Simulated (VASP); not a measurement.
Write the native input for VASP 6.6.1 that does the following.

- Task: single point
- Functional: LDA
- Potentials or basis: VASP PAW LDA potentials, release 64 (Pd)
- Cutoff: 500 eV
- k mesh: 11 × 11 × 11
- Occupations: fermi-dirac, width 0.1 eV
- Spin: no spin polarisation
- Dipole correction: no
- Further INCAR settings: ALGO = Normal; EDIFF = 1e-06; NBANDS = 11

The structure of Pd lies in POSCAR:

```
Pd
1.0
    0.0000000000      1.9405000000      1.9405000000
    1.9405000000      0.0000000000      1.9405000000
    1.9405000000      1.9405000000      0.0000000000
Pd
1
Direct
    0.0000000000      0.0000000000      0.0000000000
```

One way to write it, as run:

INCAR

```
PREC = Accurate ; ENCUT = 500
EDIFF = 1E-6 ; ISMEAR = -1
SIGMA = 0.1 ; LREAL = F
LASPH = T ; NELM = 120
ALGO = Normal ; ISIF = 2
LWAVE = F ; LCHARG = T
LELF = T ; LVHAR = T
NBANDS = 11 ; GGA_COMPAT = F
```

KPOINTS

```
Automatic mesh
0
Gamma
  11 11 11
```

Potentials or basis: VASP PAW LDA potentials, release 64 (Pd).

Launch:

```console
$ cat potpaw_LDA.64/Pd/POTCAR > POTCAR
$ mpirun -np 1 vasp_std > vasp.out
```

Results of the run:

```json
{
  "Pressure": "-5.7 GPa",
  "Band gap on the k mesh": "zero (band 5 reaches 9.99 eV, above the bottom of band 6 at 8.46 eV)"
}
```

Wall time 6.4 s on 1 thread of Intel(R) Xeon(R) Platinum 8375C CPU @ 2.90GHz (Ice Lake), with other jobs on the host, peak memory 0.12 GiB.
